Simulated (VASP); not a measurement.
# Mo6C in VASP: further runs

The runs below take Mo6C through single point, with PBEsol.

Everything below comes from runs of VASP 6.6.1. Logs are shortened: lines on timing, memory, paths and dates and some standing lists are left out, and cuts for length are marked.

**1. The cell of the first run**

The cell holds a slab with vacuum, 7 atoms: a = 4.426 Å, b = 4.426 Å, c = 19.725 Å, α = 90.00°, β = 90.00°, γ = 120.00°.

**2. Single point, PBEsol**

INCAR reads:

```
PREC = Accurate
ENCUT = 520
EDIFF = 1E-6
ISMEAR = 0
SIGMA = 0.1
LREAL = F
LASPH = T
NELM = 60
ALGO = Normal
ISIF = 2
LWAVE = F
LCHARG = T
LDIPOL = T
IDIPOL = 3
DIPOL = 0.5 0.5 0.339
GGA = PS
LELF = T
LVHAR = T
LVACPOTAV = T
NBANDS = 53
```

KPOINTS reads:

```
regular mesh
0
Gamma
  6 6 1
```

POSCAR reads:

```
Mo6C
1.0
    4.4256825775      0.0000000000      0.0000000000
   -2.2128412887      3.8327535412      0.0000000000
    0.0000000000      0.0000000000     19.7247696083
Mo C
6 1
Direct
    0.6666666666      0.3333333333      0.2027907083
    0.3333333333      0.6666666667      0.2485904155
    0.0000000000      0.0000000000      0.2943901228
    0.6666666666      0.3333333333      0.3368101117
    0.3333333333      0.6666666667      0.3772266205
    0.0000000000      0.0000000000      0.4169767136
    0.1111111111      0.2222222222      0.4954585352
```

Potentials or basis: VASP PAW PBE potentials, release 64 (Mo_sv, C).

On the command line:

```
cat potpaw_PBE.64/Mo_sv/POTCAR potpaw_PBE.64/C/POTCAR > POTCAR
mpirun -np 1 vasp_std > vasp.out
```

OUTCAR:

```text
PREC = Accurate
   ENCUT = 520
   EDIFF = 1E-6
   ISMEAR = 0
   LREAL = F
   LASPH = T
   NELM = 60
   ISIF = 2
   GGA = PS

 ion  position               nearest neighbor table
   1  0.667  0.333  0.203-   4 2.64   2 2.71   2 2.71   2 2.71   3 3.13   3 3.13   3 3.13
   2  0.333  0.667  0.249-   5 2.54   1 2.71   1 2.71   1 2.71   3 2.71   3 2.71   3 2.71   4 3.09
                             4 3.09   4 3.09
   3  0.000  0.000  0.294-   6 2.42   4 2.69   4 2.69   4 2.69   2 2.71   2 2.71   2 2.71   5 3.03
                             5 3.03   5 3.03   1 3.13   1 3.13   1 3.13
   4  0.667  0.333  0.337-   1 2.64   5 2.68   5 2.68   5 2.68   3 2.69   3 2.69   3 2.69   6 3.00
                             6 3.00   6 3.00   2 3.09   2 3.09   2 3.09
   5  0.333  0.667  0.377-   2 2.54   6 2.67   6 2.67   6 2.67   4 2.68   4 2.68   4 2.68   3 3.03
                             3 3.03   3 3.03
   6  0.000  0.000  0.417-   7 1.77   3 2.42   5 2.67   5 2.67   5 2.67   4 3.00   4 3.00   4 3.00

   7  0.111  0.222  0.495-   6 1.77

  LATTYP: Found a hexagonal cell.
 ALAT       =     4.4256825775
 C/A-ratio  =     4.4568875564

  Lattice vectors:

 A1 = (   4.4256825775,   0.0000000000,   0.0000000000)
 A2 = (  -2.2128412887,   3.8327535412,   0.0000000000)
 A3 = (   0.0000000000,   0.0000000000,  19.7247696083)

Analysis of symmetry for initial positions (statically):
=====================================================================
 Subroutine PRICEL returns:
 Original cell was already a primitive cell.

 Routine SETGRP: Setting up the symmetry group for a
 hexagonal supercell.

 Subroutine GETGRP returns: Found  2 space group operations
 (whereof  2 operations were pure point group operations)
 out of a pool of 24 trial point group operations.

The static configuration has the point symmetry C_1h.

Analysis of symmetry for dynamics (positions and initial velocities):
=====================================================================
 Subroutine PRICEL returns:
 Original cell was already a primitive cell.

 Routine SETGRP: Setting up the symmetry group for a
 hexagonal supercell.

 Subroutine GETGRP returns: Found  2 space group operations
 (whereof  2 operations were pure point group operations)
 out of a pool of 24 trial point group operations.

The dynamic configuration has the point symmetry C_1h.

 Subroutine INISYM returns: Found  2 space group operations
 (whereof  2 operations are pure point group operations),
 and found     1 'primitive' translations

----------------------------------------------------------------------------------------

                                     Primitive cell

  volume of cell :     334.5824

  direct lattice vectors                    reciprocal lattice vectors
     4.425682577  0.000000000  0.000000000     0.225953846  0.130454514  0.000000000
    -2.212841289  3.832753541  0.000000000     0.000000000  0.260909028  0.000000000
     0.000000000  0.000000000 19.724769608     0.000000000  0.000000000  0.050697677

  length of vectors
     4.425682577  4.425682577 19.724769608     0.260909028  0.260909028  0.050697677

  position of ions in fractional coordinates (direct lattice)
     0.666666667  0.333333333  0.202790708
     0.333333333  0.666666667  0.248590415
     0.000000000  0.000000000  0.294390123
     0.666666667  0.333333333  0.336810112
     0.333333333  0.666666667  0.377226620
     0.000000000  0.000000000  0.416976714
     0.111111111  0.222222222  0.495458535

  ion indices of the primitive-cell ions
   primitive index   ion index
                 1           1
                 2           2
                 3           3
                 4           4
                 5           5
                 6           6
                 7           7

----------------------------------------------------------------------------------------

 KPOINTS: regular mesh

Automatic generation of k-mesh.
 Grid dimensions read from file:
 generate k-points for:    6    6    1

 Generating k-lattice:

  Cartesian coordinates                     Fractional coordinates (reciprocal lattice)
     0.037658974  0.021742419  0.000000000     0.166666667  0.000000000  0.000000000
     0.000000000  0.043484838  0.000000000     0.000000000  0.166666667  0.000000000
     0.000000000  0.000000000  0.050697677     0.000000000  0.000000000  1.000000000

  Length of vectors
     0.043484838  0.043484838  0.050697677

  Shift w.r.t. Gamma in fractional coordinates (k-lattice)
     0.000000000  0.000000000  0.000000000

 Subroutine IBZKPT returns following result:
 ===========================================

 Found     13 irreducible k-points:

 Following reciprocal coordinates:
            Coordinates               Weight
  0.000000  0.000000  0.000000      1.000000
  0.166667  0.000000  0.000000      4.000000
  0.000000  0.166667  0.000000      2.000000
  0.333333  0.000000  0.000000      4.000000
  0.000000  0.333333  0.000000      2.000000
  0.500000  0.000000  0.000000      2.000000
  0.000000  0.500000  0.000000      1.000000
  0.166667  0.166667  0.000000      4.000000
 -0.333333  0.166667  0.000000      2.000000
  0.333333  0.166667  0.000000      4.000000
 -0.166667  0.500000  0.000000      4.000000
  0.500000  0.333333  0.000000      4.000000
  0.333333  0.333333  0.000000      2.000000
   k-points           NKPTS =     13   k-points in BZ     NKDIM =     13   number of bands    NBANDS=     53
   number of dos      NEDOS =    301   number of ions     NIONS =      7
   total plane-waves  NPLWV = 194400
   dimension x,y,z NGX =    36 NGY =   36 NGZ =  150
   dimension x,y,z NGXF=    72 NGYF=   72 NGZF=  300
   ions per type =               6   1
   NGX,Y,Z   is equivalent  to a cutoff of  13.52, 13.52, 12.64 a.u.
   NGXF,Y,Z  is equivalent  to a cutoff of  27.05, 27.05, 25.28 a.u.
 SYSTEM =  unknown system
   PREC   = accura    normal or accurate (medium, high low for compatibility)
   ISTART =      0    job   : 0-new  1-cont  2-samecut
   ICHARG =      2    charge: 1-file 2-atom 10-const
   ISPIN  =      1    spin polarized calculation?
   LNONCOLLINEAR =      F non collinear calculations
   LSORBIT =      F    spin-orbit coupling
   LASPH  =      T    aspherical Exc in radial PAW
   ENCUT  =  520.0 eV  38.22 Ry    6.18 a.u.   8.23  8.23 36.67*2*pi/ulx,y,z
   NELM   =     60;   NELMIN=  2; NELMDL= -5     # of ELM steps
   EDIFF  = 0.1E-05   stopping-criterion for ELM
   LREAL  =      F    real-space projection
   EDIFFG = 0.1E-04   stopping-criterion for IOM
   NSW    =      0    number of steps for IOM
   IBRION =     -1    ionic relax: 0-MD 1-quasi-New 2-CG
   NFREE  =      0    steps in history (QN), initial steepest desc. (CG)
   ISIF   =      2    stress and relaxation
   ISYM   =      2    0-nonsym 1-usesym 2-fastsym
   POTIM  = 0.5000    time-step for ionic-motion
   TEBEG  =    0.0;   TEEND  =   0.0 temperature during run
   PSTRESS=    0.0 pullay stress
   NELECT =      88.0000    total number of electrons
   NUPDOWN=      -1.0000    fix difference up-down
   EMIN   =  10.00;   EMAX   =-10.00  energy-range for DOS
   EFERMI =   0.00;   METHOD = LEGACY
   ISMEAR =     0;   SIGMA  =   0.10  broadening in eV -4-tet -1-fermi 0-gaus
   EFERMI_NEDOS =   21; number of points for ismear=-14 and -15
   IALGO  =     38    algorithm
   IMIX   =      4    mixing-type and parameters
     AMIX     =   0.40;   BMIX     =  1.00
     AMIX_MAG =   1.60;   BMIX_MAG =  1.00
  volume/ion in A,a.u.               =      47.80       322.55
  Fermi-wavevector in a.u.,A,eV,Ry     =   1.048901  1.982136 14.969052  1.100194
  Thomas-Fermi vector in A             =   2.183842
   LORBIT       =      0    0 simple, 1 ext, 2 COOP (PROOUT), +10 PAW based schemes
   GGA     = PS    functional components
   LHFCALC =     F    Hartree Fock is set to
   AEXX    =    0.0000 exact exchange contribution
   IVDW    =     0    specifies the selected vdW correction
   LEPSILON=     F    determine dielectric tensor
   LRPA    =     F    only Hartree local field effects (RPA)
 non-spin polarized calculation
 Gauss-broadening in eV      SIGMA  =   0.10
  energy-cutoff  :      520.00
  volume of cell :      334.58
 maximum number of plane-waves:      9055
 NGX is ok and might be reduce to    36
   NGX = 17   NGY = 17   NGZ = 73

 dipolmoment           0.000000      0.000000     -0.425412 electrons x Angstroem

 number of electron      88.0000012 magnetization

 dipolmoment           0.000000      0.000000      0.270515 electrons x Angstroem

 Free energy of the ion-electron system (eV)
  ---------------------------------------------------
  ext. energy  EPLUGINS =         0.00000000
  ---------------------------------------------------
  free energy    TOTEN  =       -69.04677265 eV

  energy without entropy =      -69.00172516  energy(sigma->0) =      -69.02424890

 E-fermi :   0.0623     XC(G=0):  -5.1818

 val. band max:        0.0486550835   @ k =   0.3333   0.0000   0.0000
 cond. band min:       0.0640376970   @ k =   0.1667   0.1667   0.0000
 fundamental gap:      0.0153826134
 Fermi energy:         0.0623382168

 k-point     1 :       0.0000    0.0000    0.0000
  band No.  band energies     occupation
      1     -61.0144      2.00000
      2     -60.7635      2.00000
      3     -60.7202      2.00000
      4     -60.6549      2.00000
      5     -60.5385      2.00000
      6     -60.0859      2.00000
[... 45 lines left out ...]
     52       2.1800      0.00000
     53       2.2202      0.00000

 k-point     2 :       0.1667    0.0000    0.0000
  band No.  band energies     occupation
      1     -60.9921      2.00000
      2     -60.7660      2.00000
      3     -60.7137      2.00000
      4     -60.6663      2.00000
      5     -60.5505      2.00000
      6     -60.0900      2.00000
[... 45 lines left out ...]
     52       2.1382      0.00000
     53       2.2591      0.00000
[... 558 lines left out ...]
     52       1.7072      0.00000
     53       2.0832      0.00000

 k-point    13 :       0.3333    0.3333    0.0000
  band No.  band energies     occupation
      1     -60.8759      2.00000
      2     -60.7814      2.00000
      3     -60.7545      2.00000
      4     -60.6462      2.00000
      5     -60.6206      2.00000
      6     -60.1049      2.00000
[... 45 lines left out ...]
     52       1.6441      0.00000
     53       1.7715      0.00000

------------------------ aborting loop because EDIFF is reached ----------------------------------------

  FORCE on cell =-STRESS in cart. coord.  units (eV):
  Direction    XX          YY          ZZ          XY          YZ          ZX
  --------------------------------------------------------------------------------------
  -------------------------------------------------------------------------------------
  Total       -3.8518072     -4.0133688      0.8143690     -0.0000000      1.9663493      0.0000000
  in kB      -18.4447186    -19.2183702      3.8996776     -0.0000000      9.4160370      0.0000000
  external PRESSURE =     -11.2544704 kB  Pullay stress =       0.0000000 kB

 VOLUME and BASIS-vectors are now :
 -----------------------------------------------------------------------------
  energy-cutoff  :      520.00
  volume of cell :      334.58
      direct lattice vectors                 reciprocal lattice vectors
     4.425682577  0.000000000  0.000000000     0.225953846  0.130454514  0.000000000
    -2.212841289  3.832753541  0.000000000     0.000000000  0.260909028  0.000000000
     0.000000000  0.000000000 19.724769608     0.000000000  0.000000000  0.050697677

 POSITION                                       TOTAL-FORCE (eV/Angst)
 -----------------------------------------------------------------------------------
      2.21284      1.27758      4.00000        -0.000000     -0.035930      2.315681
     -0.00000      2.55517      4.90339         0.000000      0.073353     -0.415301
      0.00000      0.00000      5.80678         0.000000      0.047059     -3.319935
      2.21284      1.27758      6.64350        -0.000000     -0.332994     -1.129442
     -0.00000      2.55517      7.44071        -0.000000     -0.406549      0.891975
      0.00000      0.00000      8.22477        -0.000000     -0.202181      1.575721
      0.00000      0.85172      9.77281         0.000000      0.857241      0.081301
 -----------------------------------------------------------------------------------
    total drift:                                0.000001     -0.000042     -0.000182

  FREE ENERGIE OF THE ION-ELECTRON SYSTEM (eV)
  ---------------------------------------------------
  free  energy   TOTEN  =       -69.0467726453 eV

  energy  without entropy=      -69.0017251639  energy(sigma->0) =      -69.02424890

 vacuum level on the upper side and lower side of the slab         6.623         3.737
```

Run time: 5.7 min. Hardware: 1 thread of Intel Xeon 6975P-C (Granite Rapids), shared host; peak memory 0.53 GiB.

What came out:

```yaml
Free_energy: -69.0468 eV
Largest_force: 3.320 eV/Å
Band_gap_on_the_k_mesh: zero (bands 44 and 45 overlap by 0.12 eV)
```

Forces in eV/Å, atoms in the order of the input:
```
Mo   0.000 -0.036  2.316
Mo   0.000  0.073 -0.415
Mo   0.000  0.047 -3.320
Mo   0.000 -0.333 -1.129
Mo   0.000 -0.407  0.892
Mo   0.000 -0.202  1.576
C    0.000  0.857  0.081
```

Levels at points of the mesh, in eV from the Fermi level:
| k point | band 41 | band 42 | band 43 | band 44 | band 45 | band 46 | band 47 | band 48 |
| --- | --- | --- | --- | --- | --- | --- | --- | --- |
| (0.00, 0.00, 0.00) | -1.26 | -1.25 | -0.94 | -0.35 | 0.08 | 0.40 | 1.11 | 1.19 |
| (0.50, 0.00, 0.00) | -1.18 | -0.63 | -0.27 | -0.06 | 0.19 | 0.34 | 0.53 | 1.23 |
| (0.00, 0.50, 0.00) | -1.12 | -0.82 | -0.58 | -0.05 | 0.10 | 0.19 | 0.57 | 1.22 |

Caveat: the PAW data sets were made with another functional, which shifts forces and pressure a little.

**3. Single point, PBEsol**

INCAR reads:

```
SYSTEM = Mo6C
PREC = Accurate
ENCUT = 520
EDIFF = 1E-6
ISMEAR = 0
SIGMA = 0.1
LREAL = .False.
LASPH = .True.
NELM = 100
ALGO = Normal
ISIF = 2
LWAVE = .False.
LCHARG = .True.
LDIPOL = .True.
IDIPOL = 3
DIPOL = 0.5 0.5 0.339
GGA = PS
LELF = .True.
LVHAR = .True.
LVACPOTAV = .True.
NBANDS = 53
```

KPOINTS reads:

```
regular mesh
0
Gamma
  6 6 1
  0 0 0
```

POSCAR reads:

```
Mo6C
1.0
    4.4256825775      0.0000000000      0.0000000000
   -2.2128412887      3.8327535412      0.0000000000
    0.0000000000      0.0000000000     19.7247696083
Mo C
6 1
Direct
    0.6666666667      0.3333333333      0.2027907083
    0.3333333333      0.6666666666      0.2485904155
    0.0000000000      0.0000000000      0.2943901228
    0.6666666667      0.3333333333      0.3368101117
    0.3333333333      0.6666666666      0.3772266205
    0.0000000000      0.0000000000      0.4169767136
    0.2222222222      0.1111111111      0.4951781663
```

Potentials or basis: VASP PAW PBE potentials, release 64 (Mo_sv, C).

On the command line:

```
cat potpaw_PBE.64/Mo_sv/POTCAR potpaw_PBE.64/C/POTCAR > POTCAR
mpirun -np 1 vasp_std > vasp.out
```

Run time: 6 min. Hardware: 1 thread of Intel Xeon 6975P-C (Granite Rapids), shared host; peak memory 0.55 GiB.

Results (log left out):

```yaml
Free_energy: -69.0105 eV
Largest_force: 3.220 eV/Å
Band_gap_on_the_k_mesh: zero (bands 44 and 45 overlap by 0.26 eV)
```

Forces on the atoms (eV/Å):
```
Mo  -0.068 -0.039  2.180
Mo   0.030  0.017 -0.369
Mo   0.271  0.157 -3.205
Mo  -0.023 -0.013 -0.952
Mo  -0.415 -0.240  0.905
Mo  -0.417 -0.241  1.353
C    0.621  0.359  0.088
```

Levels at points of the mesh, in eV from the Fermi level:
```tsv
k point	band 40	band 41	band 42	band 43	band 44	band 45	band 46	band 47	band 48	band 49
(0.00, 0.00, 0.00)	-1.40	-1.27	-1.27	-0.95	-0.17	-0.07	0.37	1.17	1.19	1.32
(0.50, 0.00, 0.00)	-1.67	-1.02	-0.68	-0.44	0.07	0.08	0.44	0.53	1.14	1.23
(0.00, 0.50, 0.00)	-1.41	-1.20	-0.86	-0.36	0.02	0.17	0.25	0.70	1.28	1.40
```

Caveat: the PAW data sets were made with another functional, which shifts forces and pressure a little.

The gap in the log of VASP goes by the Fermi energy; the results here count the filled bands.